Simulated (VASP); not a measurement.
# P (Pm-3m) in VASP: notebook, part 2 of 2

VASP 6.6.1.

## 3. Single point, PBEsol+D3(BJ)

This run uses another cell than the first one: it holds 8 atoms, not 1.

File INCAR:

```
ALGO = Normal
EDIFF = 1E-7
ENCUT = 520
GGA = PS
ISIF = 2
ISMEAR = 0
IVDW = 12
LASPH = True
LCHARG = False
LREAL = False
LWAVE = False
NBANDS = 30
NELM = 80
PREC = Accurate
SIGMA = 0.15
```

File KPOINTS:

```
k-points
0
Gamma
  12 12 12
```

File POSCAR:

```
P
1.0
    0.0000000000     -4.7809616574      0.0000000000
   -4.7809616574      0.0000000000      0.0000000000
    0.0000000000      0.0000000000     -4.7812968384
P
8
Direct
    0.5000000000      0.5000000000      0.5000000000
    0.5000000000      0.5000000000      0.0000000000
    0.0000000000      0.5000000000      0.5000000000
    0.0000000000      0.5000000000      0.0000000000
    0.5000000000      0.0000000000      0.5000000000
    0.5000000000      0.0000000000      0.0000000000
    0.0000000000      0.0000000000      0.5000000000
    0.0000000000      0.0000000000      0.0000000000
```

Potentials or basis: VASP PAW PBE potentials, release 64 (P).

Started as:

```
$ cat potpaw_PBE.64/P/POTCAR > POTCAR
$ mpirun -np 1 vasp_std > vasp.out
```

OUTCAR:

```text
EDIFF = 1E-7
   ENCUT = 520
   GGA = PS
   ISIF = 2
   ISMEAR = 0
   IVDW = 12
   LASPH = True
   LREAL = False
   NELM = 80
   PREC = Accurate
 IVDW          = 12

 ion  position               nearest neighbor table
   1  0.500  0.500  0.500-   3 2.39   5 2.39   5 2.39   3 2.39   2 2.39   2 2.39
   2  0.500  0.500  0.000-   4 2.39   6 2.39   6 2.39   4 2.39   1 2.39   1 2.39
   3  0.000  0.500  0.500-   1 2.39   7 2.39   7 2.39   1 2.39   4 2.39   4 2.39
   4  0.000  0.500  0.000-   2 2.39   8 2.39   8 2.39   2 2.39   3 2.39   3 2.39
   5  0.500  0.000  0.500-   1 2.39   7 2.39   1 2.39   7 2.39   6 2.39   6 2.39
   6  0.500  0.000  0.000-   2 2.39   8 2.39   2 2.39   8 2.39   5 2.39   5 2.39
   7  0.000  0.000  0.500-   3 2.39   5 2.39   3 2.39   5 2.39   8 2.39   8 2.39
   8  0.000  0.000  0.000-   4 2.39   6 2.39   4 2.39   6 2.39   7 2.39   7 2.39
[... 7 lines left out ...]
 A1 = (   0.0000000000,  -4.7809616574,   0.0000000000)
 A2 = (  -4.7809616574,   0.0000000000,   0.0000000000)
 A3 = (   0.0000000000,   0.0000000000,  -4.7812968384)

Analysis of symmetry for initial positions (statically):
=====================================================================
 Subroutine PRICEL returns following result:

  LATTYP: Found a simple tetragonal cell.
 ALAT       =     2.3904808287
 C/A-ratio  =     1.0000701074

  Lattice vectors:

 A1 = (   0.0000000000,  -2.3904808287,   0.0000000000)
 A2 = (  -2.3904808287,   0.0000000000,   0.0000000000)
 A3 = (   0.0000000000,   0.0000000000,  -2.3906484192)

   8 primitive cells build up your supercell.

 Routine SETGRP: Setting up the symmetry group for a
 simple tetragonal supercell.

 Subroutine GETGRP returns: Found 16 space group operations
 (whereof 16 operations were pure point group operations)
 out of a pool of 16 trial point group operations.

The static configuration has the point symmetry D_4h.

Analysis of symmetry for dynamics (positions and initial velocities):
=====================================================================
 Subroutine PRICEL returns following result:

  LATTYP: Found a simple tetragonal cell.
 ALAT       =     2.3904808287
[... 143 lines left out ...]
   IVDW    =    12    specifies the selected vdW correction
   LEPSILON=     F    determine dielectric tensor
   LRPA    =     F    only Hartree local field effects (RPA)
 non-spin polarized calculation
 Gauss-broadening in eV      SIGMA  =   0.15
  energy-cutoff  :      520.00
  volume of cell :      109.29
 maximum number of plane-waves:      3016
 NGX is ok and might be reduce to    36

 number of electron      39.9999989 magnetization

 Free energy of the ion-electron system (eV)
  ---------------------------------------------------
  ext. energy  EPLUGINS =         0.00000000
  ---------------------------------------------------
  free energy    TOTEN  =       -46.10702848 eV

  energy without entropy =      -46.07614726  energy(sigma->0) =      -46.09158787

 E-fermi :  10.5163     XC(G=0): -11.6553

 val. band max:       10.5084171759   @ k =   0.4167   0.4167   0.4167
 cond. band min:      10.5353793976   @ k =   0.3333   0.2500   0.5000
 fundamental gap:      0.0269622217
 Fermi energy:        10.5163211190

 k-point     1 :       0.0000    0.0000    0.0000
  band No.  band energies     occupation
      1      -6.6557      2.00000
      2      -1.9717      2.00000
      3      -1.9702      2.00000
      4      -1.9702      2.00000
      5       1.2462      2.00000
      6       1.2462      2.00000
[... 781 lines left out ...]
     29      15.6245      0.00000
     30      16.0612      0.00000

 [... further k-points ...]

------------------------ aborting loop because EDIFF is reached ----------------------------------------

 Edisp (eV)   -3.32011

 E8    (eV) :    -1.9700

  FORCE on cell =-STRESS in cart. coord.  units (eV):
  Direction    XX          YY          ZZ          XY          YZ          ZX
  --------------------------------------------------------------------------------------
  -------------------------------------------------------------------------------------
  Total       0.09850     0.09850     0.08735     0.00000     0.00000     0.00000
  in kB       1.44408     1.44408     1.28055     0.00000     0.00000     0.00000
  external pressure =        1.39 kB  Pullay stress =        0.00 kB

 VOLUME and BASIS-vectors are now :
 -----------------------------------------------------------------------------
  energy-cutoff  :      520.00
  volume of cell :      109.29
      direct lattice vectors                 reciprocal lattice vectors
     0.000000000 -4.780961657  0.000000000     0.000000000 -0.209162941  0.000000000
    -4.780961657  0.000000000  0.000000000    -0.209162941  0.000000000  0.000000000
     0.000000000  0.000000000 -4.781296838     0.000000000  0.000000000 -0.209148278

 POSITION                                       TOTAL-FORCE (eV/Angst)
 -----------------------------------------------------------------------------------
     -2.39048     -2.39048     -2.39065         0.000000      0.000000     -0.000000
     -2.39048     -2.39048      0.00000        -0.000000      0.000000      0.000000
     -2.39048      0.00000     -2.39065        -0.000000      0.000000     -0.000000
     -2.39048      0.00000      0.00000         0.000000     -0.000000     -0.000000
      0.00000     -2.39048     -2.39065         0.000000     -0.000000      0.000000
      0.00000     -2.39048      0.00000        -0.000000     -0.000000      0.000000
      0.00000      0.00000     -2.39065         0.000000      0.000000     -0.000000
      0.00000      0.00000      0.00000         0.000000      0.000000     -0.000000
 -----------------------------------------------------------------------------------
    total drift:                                0.000000      0.000000      0.000000

  FREE ENERGIE OF THE ION-ELECTRON SYSTEM (eV)
  ---------------------------------------------------
  free  energy   TOTEN  =       -49.4271401152 eV

  energy  without entropy=      -49.3962588869  energy(sigma->0) =      -49.41169950
```

OSZICAR:

```text
N       E                     dE             d eps       ncg     rms          rms(c)
DAV:   1     0.124363654999E+03    0.12436E+03   -0.17707E+04 11760   0.118E+03
DAV:   2    -0.372649418504E+02   -0.16163E+03   -0.15518E+03 14850   0.191E+02
DAV:   3    -0.460922533382E+02   -0.88273E+01   -0.86577E+01 15346   0.409E+01
DAV:   4    -0.462092217054E+02   -0.11697E+00   -0.11631E+00 15044   0.538E+00
DAV:   5    -0.462108317125E+02   -0.16100E-02   -0.16093E-02 14874   0.572E-01    0.144E+01
DAV:   6    -0.461450370615E+02    0.65795E-01   -0.67331E-03 14766   0.456E-01    0.848E+00
DAV:   7    -0.461068293497E+02    0.38208E-01   -0.14318E-02 13674   0.707E-01    0.191E-01
DAV:   8    -0.461070076814E+02   -0.17833E-03   -0.26427E-04 15756   0.865E-02    0.519E-02
DAV:   9    -0.461070278039E+02   -0.20122E-04   -0.23109E-05 13860   0.294E-02    0.734E-03
DAV:  10    -0.461070284497E+02   -0.64584E-06   -0.21573E-07 12826   0.267E-03    0.463E-03
DAV:  11    -0.461070284841E+02   -0.34379E-07   -0.80392E-08  9752   0.167E-03
   1 F= -.49427140E+02 E0= -.49411700E+02  d E =-.308812E-01
```

stdout:

```text
POSCAR found type information on POSCAR P
 POSCAR found :  1 types and       8 ions
 scaLAPACK will be used
 -----------------------------------------------------------------------------
|                                                                             |
|                                                                             |
|     You enforced a specific xc type in the INCAR file but a different       |
|     I HOPE YOU KNOW WHAT YOU ARE DOING!                                     |
|                                                                             |
 -----------------------------------------------------------------------------

 LDA part: xc-table for (Slater+PW92), standard interpolation
 POSCAR, INCAR and KPOINTS ok, starting setup
 FFT: planning ... GRIDC
 FFT: planning ... GRID_SOFT
 FFT: planning ... GRID
 WAVECAR not read
 entering main loop
```

Wall time 5.1 min (1 thread of Intel Xeon Platinum 8259CL at 2.50GHz (Skylake/Cascade Lake), shared host); peak memory 0.51 GiB.

What came out:

```yaml
Free_energy: -49.4271 eV
Pressure: 0.1 GPa
Band_gap_on_the_k_mesh: zero (bands 20 and 21 overlap by 2.70 eV)
Dispersion_energy_per_atom: -0.415 eV
```

Levels at points of the mesh, in eV from the Fermi level:
```csv
k point,band 18,band 19,band 20,band 21,band 22,band 23
"(0.00, 0.00, 0.00)",-2.23,-2.23,-0.86,0.49,0.49,0.49
"(0.50, 0.00, 0.00)",-3.29,0.58,0.58,0.58,0.58,1.90
"(0.50, 0.50, 0.00)",-1.11,-1.11,-1.11,0.58,0.58,0.58
"(0.00, 0.00, 0.50)",-3.29,0.58,0.58,0.58,0.58,1.90
"(0.50, 0.00, 0.50)",-1.11,-1.11,-1.11,0.58,0.58,0.58
"(0.50, 0.50, 0.50)",-1.45,-1.45,-1.45,-1.45,-1.45,-1.45
```

Caveat: the PAW data sets were made with another functional, which shifts forces and pressure a little.
